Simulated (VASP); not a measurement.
# CoO (R3m) in VASP: notebook

CoO is run at these levels: PBEsol; tasks: single point.

All numbers are computed with VASP 6.6.1; they aren't measurements. Logs are shortened: lines on timing, memory, paths and dates and some standing lists are left out, and cuts for length are marked.

## Step 1: The cell of the first run

The structure is trigonal, space group R3m (No. 160). The conventional cell has a = 3.011 Å, b = 3.011 Å, c = 7.320 Å, α = 90.00°, β = 90.00°, γ = 120.00°. Within 2.8 Å of Co (site symmetry 3m) lie 6 O at 2.08 to 2.17 Å. O (site symmetry 3m) has 6 Co at 2.08 to 2.17 Å within 2.8 Å.

## Step 2: Single point, PBEsol, collinear spin, ferromagnetic start

INCAR

```
SYSTEM = CoO
PREC = Accurate
ENCUT = 520
EDIFF = 1E-7
ISMEAR = 0
SIGMA = 0.15
LREAL = .False.
LASPH = .True.
NELM = 150
ALGO = Normal
ISIF = 2
LWAVE = .False.
LCHARG = .False.
ISPIN = 2
MAGMOM = 2.64 0.33
LORBIT = 11
LMAXMIX = 4
GGA = PS
NBANDS = 18
```

KPOINTS

```
Automatic mesh
0
Gamma
  18 18 18
  0 0 0
```

POSCAR

```
CoO
1.0
    1.5054695445      0.8691832468      2.4399269062
   -1.5054695445      0.8691832468      2.4399269062
    0.0000000000     -1.7383664936      2.4399269062
Co O
1 1
Direct
    0.0000000000      0.0000000000      0.0000000000
    0.5102462086      0.5102462086      0.5102462086
```

Potentials or basis: VASP PAW PBE potentials, release 64 (Co, O).

Started as:

```
> cat potpaw_PBE.64/Co/POTCAR potpaw_PBE.64/O/POTCAR > POTCAR
> mpirun -np 1 vasp_std > vasp.out
```

OUTCAR:

```text
SYSTEM = CoO
   PREC = Accurate
   ENCUT = 520
   EDIFF = 1E-7
   ISMEAR = 0
   LREAL = .False.
   LASPH = .True.
   NELM = 150
   ISIF = 2
   ISPIN = 2
   LORBIT = 11
   GGA = PS

 ion  position               nearest neighbor table
   1  0.000  0.000  0.000-   2 2.08   2 2.08   2 2.08   2 2.17   2 2.17   2 2.17
   2  0.510  0.510  0.510-   1 2.08   1 2.08   1 2.08   1 2.17   1 2.17   1 2.17

  LATTYP: Found a trigonal (rhomboedric) cell.
 ALAT       =     2.9958573687
 COS(alpha) =     0.4949531368

  Lattice vectors:

 A1 = (   1.5054695445,   0.8691832468,   2.4399269062)
 A2 = (  -1.5054695445,   0.8691832468,   2.4399269062)
 A3 = (   0.0000000000,  -1.7383664936,   2.4399269062)

Analysis of symmetry for initial positions (statically):
=====================================================================
 Subroutine PRICEL returns:
 Original cell was already a primitive cell.

 Routine SETGRP: Setting up the symmetry group for a
 trigonal (rhombohedral) supercell.

 Subroutine GETGRP returns: Found  6 space group operations
 (whereof  6 operations were pure point group operations)
 out of a pool of 12 trial point group operations.

The static configuration has the point symmetry C_3v.

Analysis of symmetry for dynamics (positions and initial velocities):
=====================================================================
 Subroutine PRICEL returns:
 Original cell was already a primitive cell.

 Routine SETGRP: Setting up the symmetry group for a
 trigonal (rhombohedral) supercell.

 Subroutine GETGRP returns: Found  6 space group operations
 (whereof  6 operations were pure point group operations)
 out of a pool of 12 trial point group operations.

The dynamic configuration has the point symmetry C_3v.

Analysis of structural, dynamic, and magnetic symmetry:
=====================================================================
 Subroutine PRICEL returns:
 Original cell was already a primitive cell.

 Routine SETGRP: Setting up the symmetry group for a
 trigonal (rhombohedral) supercell.

 Subroutine GETGRP returns: Found  6 space group operations
 (whereof  6 operations were pure point group operations)
 out of a pool of 12 trial point group operations.

The overall configuration has the point symmetry C_3v.

 Subroutine INISYM returns: Found  6 space group operations
 (whereof  6 operations are pure point group operations),
 and found     1 'primitive' translations

----------------------------------------------------------------------------------------

                                     Primitive cell
[... 114 lines left out ...]
  Thomas-Fermi vector in A             =   2.619316
   LORBIT       =     11    0 simple, 1 ext, 2 COOP (PROOUT), +10 PAW based schemes
   GGA     = PS    functional components
   LHFCALC =     F    Hartree Fock is set to
   AEXX    =    0.0000 exact exchange contribution
   IVDW    =     0    specifies the selected vdW correction
   LEPSILON=     F    determine dielectric tensor
   LRPA    =     F    only Hartree local field effects (RPA)
 spin polarized calculation
 Gauss-broadening in eV      SIGMA  =   0.15
  energy-cutoff  :      520.00
  volume of cell :       19.16
 maximum number of plane-waves:       534
   NGX = 11   NGY = 11   NGZ = 11

 number of electron      15.0000000 magnetization       2.9115146

 Free energy of the ion-electron system (eV)
  ---------------------------------------------------
  ext. energy  EPLUGINS =         0.00000000
  ---------------------------------------------------
  free energy    TOTEN  =       -13.97756595 eV

  energy without entropy =      -13.93161571  energy(sigma->0) =      -13.95459083

 E-fermi :   7.9424     XC(G=0): -12.7090

 val. band max:        7.9406703332   @ k =   0.5000   0.4444   0.3889
 cond. band min:       7.9424471865   @ k =   0.5000   0.2778   0.1667
 fundamental gap:      0.0017768533
 Fermi energy:         7.9423872274

 spin component 1

 k-point     1 :       0.0000    0.0000    0.0000
  band No.  band energies     occupation
      1     -12.3695      1.00000
      2       4.2901      1.00000
      3       4.2901      1.00000
      4       4.4114      1.00000
      5       4.7561      1.00000
      6       4.7561      1.00000
[... 493 lines left out ...]
     17      34.7757      0.00000
     18      36.7551      0.00000

 [... further k-points ...]

 spin component 2

 k-point     1 :       0.0000    0.0000    0.0000
  band No.  band energies     occupation
      1     -11.8352      1.00000
      2       5.1890      1.00000
      3       5.1890      1.00000
      4       5.2460      1.00000
      5       6.8354      1.00000
      6       6.8354      1.00000
[... 493 lines left out ...]
     17      35.2709      0.00000
     18      37.5157      0.00000

 [... further k-points ...]

------------------------ aborting loop because EDIFF is reached ----------------------------------------

  FORCE on cell =-STRESS in cart. coord.  units (eV):
  Direction    XX          YY          ZZ          XY          YZ          ZX
  --------------------------------------------------------------------------------------
  -------------------------------------------------------------------------------------
  Total       -1.0714091     -1.0714091     -1.1616201      0.0000000     -0.0000000     -0.0000000
  in kB      -89.6096013    -89.6096013    -97.1545876      0.0000000     -0.0000000     -0.0000000
  external PRESSURE =     -92.1245967 kB  Pullay stress =       0.0000000 kB

 VOLUME and BASIS-vectors are now :
 -----------------------------------------------------------------------------
  energy-cutoff  :      520.00
  volume of cell :       19.16
      direct lattice vectors                 reciprocal lattice vectors
     1.505469544  0.869183247  2.439926906     0.332122295  0.191750896  0.136616114
    -1.505469544  0.869183247  2.439926906    -0.332122295  0.191750896  0.136616114
     0.000000000 -1.738366494  2.439926906     0.000000000 -0.383501793  0.136616114

 POSITION                                       TOTAL-FORCE (eV/Angst)
 -----------------------------------------------------------------------------------
      0.00000      0.00000      0.00000         0.000000      0.000000      0.008289
      0.00000      0.00000      3.73489         0.000000     -0.000000     -0.008289
 -----------------------------------------------------------------------------------
    total drift:                                0.000000      0.000000      0.000011

  FREE ENERGIE OF THE ION-ELECTRON SYSTEM (eV)
  ---------------------------------------------------
  free  energy   TOTEN  =       -13.9775659538 eV

  energy  without entropy=      -13.9316157092  energy(sigma->0) =      -13.95459083

 total charge

# of ion       s       p       d       tot
------------------------------------------
    1        0.301   0.369   7.154   7.824
    2        1.551   3.404   0.000   4.954
--------------------------------------------------
tot          1.852   3.773   7.154  12.779

 magnetization (x)

# of ion       s       p       d       tot
------------------------------------------
    1        0.019   0.018   2.507   2.545
    2        0.029   0.282   0.000   0.312
--------------------------------------------------
tot          0.049   0.301   2.507   2.857
```

OSZICAR:

```text
N       E                     dE             d eps       ncg     rms          rms(c)
DAV:   1     0.772977860124E+02    0.77298E+02   -0.66126E+03 43340   0.961E+02
DAV:   2    -0.115951366910E+02   -0.88893E+02   -0.76361E+02 44072   0.222E+02
DAV:   3    -0.164613196485E+02   -0.48662E+01   -0.47402E+01 48220   0.554E+01
DAV:   4    -0.165108159560E+02   -0.49496E-01   -0.49456E-01 51378   0.533E+00
DAV:   5    -0.165119295558E+02   -0.11136E-02   -0.11134E-02 51510   0.795E-01    0.154E+01
DAV:   6    -0.154414294247E+02    0.10705E+01   -0.16492E+01 52948   0.621E+01    0.202E+01
DAV:   7    -0.140737370797E+02    0.13677E+01   -0.74627E+00 51890   0.482E+01    0.794E+00
DAV:   8    -0.140055617161E+02    0.68175E-01   -0.36059E-01 59504   0.811E+00    0.447E+00
DAV:   9    -0.139775441858E+02    0.28018E-01   -0.25661E-01 59910   0.871E+00    0.263E+00
DAV:  10    -0.139833269737E+02   -0.57828E-02   -0.35726E-02 59142   0.282E+00    0.134E+00
DAV:  11    -0.139777536164E+02    0.55734E-02   -0.50175E-02 59890   0.374E+00    0.360E-01
DAV:  12    -0.139776617511E+02    0.91865E-04   -0.39071E-03 51818   0.627E-01    0.119E-01
DAV:  13    -0.139775987400E+02    0.63011E-04   -0.24009E-04 47808   0.118E-01    0.101E-01
DAV:  14    -0.139775677186E+02    0.31021E-04   -0.41067E-05 62716   0.825E-02    0.344E-02
DAV:  15    -0.139775657317E+02    0.19869E-05   -0.12410E-05 65746   0.600E-02    0.134E-02
DAV:  16    -0.139775658072E+02   -0.75521E-07   -0.39296E-06 65228   0.208E-02    0.360E-03
DAV:  17    -0.139775659247E+02   -0.11755E-06   -0.64621E-07 50156   0.834E-03    0.237E-03
DAV:  18    -0.139775659538E+02   -0.29030E-07   -0.10434E-07 24452   0.297E-03
   1 F= -.13977566E+02 E0= -.13954591E+02  d E =-.459502E-01  mag=     2.9116
```

stdout:

```text
POSCAR found type information on POSCAR CoO
 POSCAR found :  2 types and       2 ions
 scaLAPACK will be used
 -----------------------------------------------------------------------------
|                                                                             |
|                                                                             |
|     You enforced a specific xc type in the INCAR file but a different       |
|     I HOPE YOU KNOW WHAT YOU ARE DOING!                                     |
|                                                                             |
 -----------------------------------------------------------------------------

 LDA part: xc-table for (Slater+PW92), standard interpolation
 POSCAR, INCAR and KPOINTS ok, starting setup
 FFT: planning ... GRIDC
 FFT: planning ... GRID_SOFT
 FFT: planning ... GRID
 WAVECAR not read
 entering main loop
```

Run time: 6.8 min. Hardware: 1 thread of Intel Xeon 8259CL, shared host; peak memory 0.41 GiB.

What came out:

| Property | Result |
| --- | --- |
| Free energy | -13.9776 eV |
| Pressure | -9.2 GPa |
| Largest force | 0.008 eV/Å |
| Net moment | 2.91 μB per cell |
| Site moments | Co +2.54; O +0.31 μB |
| Valence electrons inside the program's atomic spheres | Co 7.82; O 4.95 |

Forces in eV/Å, atoms in the order of the input:
```
Co   0.000  0.000  0.008
O    0.000  0.000 -0.008
```

Stress tensor (GPa, compression positive):
```
-8.96  0.00  0.00
 0.00 -8.96  0.00
 0.00  0.00 -9.72
```

Levels at points of the mesh, in eV from the Fermi level:
Spin up:
| k point | band 7 | band 8 | band 9 | band 10 | band 11 | band 12 |
| --- | --- | --- | --- | --- | --- | --- |
| (0.00, 0.00, 0.00) | -2.86 | -2.86 | -2.81 | 0.88 | 16.56 | 17.90 |
| (0.50, 0.00, 0.00) | -1.86 | 0.05 | 0.10 | 4.92 | 9.21 | 13.29 |
| (0.50, 0.50, 0.00) | -2.39 | -2.11 | -2.11 | 5.72 | 9.70 | 11.46 |
| (0.50, 0.50, 0.50) | -1.82 | 0.12 | 0.12 | 4.84 | 9.32 | 13.18 |
Spin down:
```tsv
k point	band 3	band 4	band 5	band 6	band 7	band 8	band 9	band 10
(0.00, 0.00, 0.00)	-2.75	-2.70	-1.11	-1.11	-0.99	-0.09	-0.09	1.44
(0.50, 0.00, 0.00)	-4.80	-4.73	-0.14	-0.11	0.19	2.50	2.58	5.26
(0.50, 0.50, 0.00)	-3.99	-3.96	-2.22	0.16	0.16	0.35	0.82	6.56
(0.50, 0.50, 0.50)	-4.84	-4.84	-0.10	-0.10	0.22	2.61	2.61	5.15
```

Caveat: the cell stands under tension; the PAW data sets were made with another functional, which shifts forces and pressure a little; a cell with one magnetic atom can't hold antiferromagnetic order, which such compounds often take; semilocal functionals often make such compounds metallic where correlation or magnetic order opens a gap, which also shifts bond lengths. With open d or f shells a metallic result of PBEsol can be an artefact of self-interaction; +U or a hybrid may open a gap.

## Step 3: Single point, PBEsol, collinear spin, ferromagnetic start

INCAR

```
PREC     = Accurate       # precision mode
ENCUT    = 520            # plane-wave cutoff, eV
EDIFF    = 1E-6           # SCF threshold, eV
ISMEAR   = 0              # smearing method
SIGMA    = 0.15           # smearing width, eV
LREAL    = F              # projectors in reciprocal space
LASPH    = T              # aspherical terms in the spheres
NELM     = 150            # most SCF steps
ALGO     = Normal         # electronic algorithm
ISIF     = 2              # what is computed and relaxed
LWAVE    = F              # write WAVECAR
LCHARG   = T              # write CHGCAR
ISPIN    = 2              # spin polarisation
MAGMOM   = 2.64 0.33      # initial moments
LORBIT   = 11             # projections on sites
LMAXMIX  = 4              # l up to which the mixer works
GGA      = PS             # functional
LELF     = T              # ELF
LVHAR    = T            
NBANDS   = 18             # bands
```

KPOINTS

```
regular mesh
0
Gamma
  18 18 18
```

Edit POSCAR of step 2 so:

```diff
@@ -9,2 +9,2 @@
     0.0000000000      0.0000000000      0.0000000000
-    0.5102462086      0.5102462086      0.5102462086
+    0.5051231043      0.5051231043      0.5051231043
```

Potentials or basis: VASP PAW PBE potentials, release 64 (Co, O).

Started as:

```
> cat potpaw_PBE.64/Co/POTCAR potpaw_PBE.64/O/POTCAR > POTCAR
> mpirun -np 1 vasp_std > vasp.out
```

Run time: 6.7 min. Hardware: 1 thread of Intel Xeon 8259CL, shared host; peak memory 0.41 GiB.

It converged, with:

```
Free energy                                           : -13.9777 eV
Pressure                                              : -9.5 GPa
Net moment                                            : 2.91 μB per cell
Site moments                                          : Co +2.54; O +0.31 μB
Valence electrons inside the program's atomic spheres : Co 7.82; O 4.95
```

Stress tensor (GPa, compression positive):
```
-9.41  0.00  0.00
 0.00 -9.41  0.00
 0.00  0.00 -9.80
```

Levels at points of the mesh, in eV from the Fermi level:
Spin up:
```csv
k point,band 7,band 8,band 9,band 10,band 11,band 12
"(0.00, 0.00, 0.00)",-3.05,-3.05,-2.98,0.89,16.59,17.91
"(0.50, 0.00, 0.00)",-1.85,0.08,0.10,4.90,9.23,13.27
"(0.50, 0.50, 0.00)",-2.39,-2.11,-2.10,5.74,9.69,11.49
"(0.50, 0.50, 0.50)",-1.82,0.11,0.11,4.83,9.35,13.17
```
Spin down:
| k point | band 2 | band 3 | band 4 | band 5 | band 6 | band 7 | band 8 | band 9 | band 10 | band 11 |
| --- | --- | --- | --- | --- | --- | --- | --- | --- | --- | --- |
| (0.00, 0.00, 0.00) | -2.69 | -2.69 | -2.64 | -1.12 | -1.12 | -1.07 | -0.13 | -0.13 | 1.44 | 16.54 |
| (0.50, 0.00, 0.00) | -7.77 | -4.80 | -4.74 | -0.14 | -0.11 | 0.19 | 2.55 | 2.58 | 5.21 | 10.04 |
| (0.50, 0.50, 0.00) | -6.57 | -3.97 | -3.92 | -2.28 | 0.15 | 0.15 | 0.34 | 0.82 | 6.58 | 10.19 |
| (0.50, 0.50, 0.50) | -7.75 | -4.82 | -4.82 | -0.11 | -0.11 | 0.21 | 2.60 | 2.60 | 5.14 | 10.16 |

Caveat: the cell stands under tension; the PAW data sets were made with another functional, which shifts forces and pressure a little; a cell with one magnetic atom can't hold antiferromagnetic order, which such compounds often take; semilocal functionals often make such compounds metallic where correlation or magnetic order opens a gap, which also shifts bond lengths. With open d or f shells a metallic result of PBEsol can be an artefact of self-interaction; +U or a hybrid may open a gap.

## Step 4: Single point, PBEsol, collinear spin, ferromagnetic start

INCAR

```
  PREC = Accurate
  ENCUT = 520
  EDIFF = 1E-6
  ISMEAR = 0
  SIGMA = 0.15
  LREAL = False
  LASPH = True
  NELM = 150
  ALGO = Normal
  ISIF = 2
  LWAVE = False
  LCHARG = True
  ISPIN = 2
  MAGMOM = 2.64 0.33
  LORBIT = 11
  LMAXMIX = 4
  GGA = PS
  LELF = True
  LVHAR = True
  NBANDS = 18
```

KPOINTS is that of step 3.

Edit POSCAR of step 3 so:

```diff
@@ -9,2 +9,2 @@
     0.0000000000      0.0000000000      0.0000000000
-    0.5051231043      0.5051231043      0.5051231043
+    0.5017077014      0.5017077014      0.5017077014
```

Started as:

```
> cat potpaw_PBE.64/Co/POTCAR potpaw_PBE.64/O/POTCAR > POTCAR
> mpirun -np 1 vasp_std > vasp.out
```

Run time: 6.7 min. Hardware: 1 thread of Intel Xeon 8259CL, shared host; peak memory 0.41 GiB.

Results (log left out):

```yaml
Free_energy: -13.9778 eV
Pressure: -9.6 GPa
Net_moment: 2.90 μB per cell
Site_moments: Co +2.54; O +0.31 μB
Valence_electrons_inside_the_program's_atomic_spheres: Co 7.82; O 4.95
```

Stress tensor (GPa, compression positive):
```
-9.54  0.00  0.00
 0.00 -9.54  0.00
 0.00  0.00 -9.81
```

Levels at points of the mesh, in eV from the Fermi level:
Spin up:
```tsv
k point	band 6	band 7	band 8	band 9	band 10	band 11	band 12	band 13
(0.00, 0.00, 0.00)	-3.23	-3.14	-3.14	-3.09	0.89	16.60	17.91	17.91
(0.50, 0.00, 0.00)	-2.38	-1.85	0.09	0.11	4.89	9.24	13.27	13.37
(0.50, 0.50, 0.00)	-2.92	-2.39	-2.11	-2.10	5.75	9.68	11.50	15.60
(0.50, 0.50, 0.50)	-2.39	-1.82	0.11	0.11	4.83	9.35	13.17	13.17
```
Spin down:
```tsv
k point	band 3	band 4	band 5	band 6	band 7	band 8	band 9	band 10
(0.00, 0.00, 0.00)	-2.68	-2.62	-1.13	-1.13	-1.10	-0.14	-0.14	1.44
(0.50, 0.00, 0.00)	-4.80	-4.75	-0.14	-0.11	0.19	2.57	2.59	5.20
(0.50, 0.50, 0.00)	-3.97	-3.91	-2.29	0.15	0.15	0.34	0.82	6.58
(0.50, 0.50, 0.50)	-4.82	-4.82	-0.11	-0.11	0.20	2.59	2.59	5.14
```

Caveat: the cell stands under tension; the PAW data sets were made with another functional, which shifts forces and pressure a little; a cell with one magnetic atom can't hold antiferromagnetic order, which such compounds often take; semilocal functionals often make such compounds metallic where correlation or magnetic order opens a gap, which also shifts bond lengths.

## Step 5: The runs side by side

| cell | gap on the mesh (eV) | pressure (GPa) | moment (μB) |
| --- | --- | --- | --- |
| as given, atomic positions A | none | -9.2 | 2.91 |
| as given, atomic positions B | none | -9.5 | 2.91 |
| as given, atomic positions C | none | -9.6 | 2.90 |

Alike in all rows: task single point; level PBEsol; potentials or basis VASP PAW PBE potentials, release 64 (Co, O); spin collinear, ferromagnetic start; k mesh 18 × 18 × 18; cutoff (eV) 520; smearing gaussian 0.15 eV.

Caveats: the cell stands under tension; the PAW data sets were made with another functional, which shifts forces and pressure a little; a cell with one magnetic atom can't hold antiferromagnetic order, which such compounds often take; semilocal functionals often make such compounds metallic where correlation or magnetic order opens a gap, which also shifts bond lengths.

Total energies depend on the potentials used, so only differences within one code and one set of settings carry meaning.
